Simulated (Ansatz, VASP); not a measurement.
**BeTe: VASP beside Ansatz**

The input INCAR:

```
SYSTEM = BeTe
ALGO = Normal ; EDIFF = 1E-6
ENCUT = 600 ; GGA = PS
GGA_COMPAT = .FALSE. ; ISIF = 2
ISMEAR = 0 ; LASPH = .TRUE.
LCHARG = .TRUE. ; LELF = .TRUE.
LREAL = .FALSE. ; LVHAR = .TRUE.
LWAVE = .FALSE. ; NBANDS = 11
NELM = 120 ; PREC = Accurate
SIGMA = 0.05
```

Contents of KPOINTS:

```
k-points
0
G
  8 8 8
  0 0 0
```

Contents of POSCAR:

```
BeTe
1.0
    0.0000000000      2.8394464559      2.8394464559
    2.8394464559      0.0000000000      2.8394464559
    2.8394464559      2.8394464559      0.0000000000
Be Te
1 1
Direct
    0.0000000000      0.0000000000      0.0000000000
    0.7500000000      0.7500000000      0.7500000000
```

Input for Ansatz:

```yaml
crystal:
  lattice:
    - [0.0, 2.8394464559, 2.8394464559]
    - [2.8394464559, 0.0, 2.8394464559]
    - [2.8394464559, 2.8394464559, 0.0]
  atoms:
    - { symbol: Be, position: [0.0, 0.0, 0.0] }
    - { symbol: Te, position: [0.75, 0.75, 0.75] }
basis:
  ecutwfc: 420
  ecutrho_ratio: 4
kpoints:
  mp_grid: { grid: [8, 8, 8] }
hamiltonian:
  xc: pbesol
scf:
  occupations: { method: gaussian, width: 0.05 }
output:
  forces: true
  stress: true
  eigenvalues: true
```

Alike in both runs: task single point; functional PBEsol; k mesh 8 × 8 × 8; occupations gaussian, width 0.05 eV; no spin polarisation.

```csv
,VASP,Ansatz
version,VASP 6.6.1,Ansatz 0.2.0
potentials or method,"VASP PAW PBE potentials, release 64 (Be, Te), cutoff 600 eV","scalar-relativistic, plane waves, PAW"
valence electrons in the cell,8,18
```

```tsv
	VASP	Ansatz	Ansatz less VASP
gap on the k mesh at the Fermi level (eV)	1.91	1.93	+0.017
least direct gap on the mesh (eV)	3.55	3.55	-0.004
pressure (GPa)	-2.0	-2.2	-0.23
```

VASP's potentials were made for PBE, not for PBEsol. The functional is the same, so the differences come from potentials, cutoffs and numerics. VASP's potentials hold 8 valence electrons a cell and Ansatz's 18, so a difference there can come from the potentials and not from the codes.

Spin-orbit coupling is off throughout.
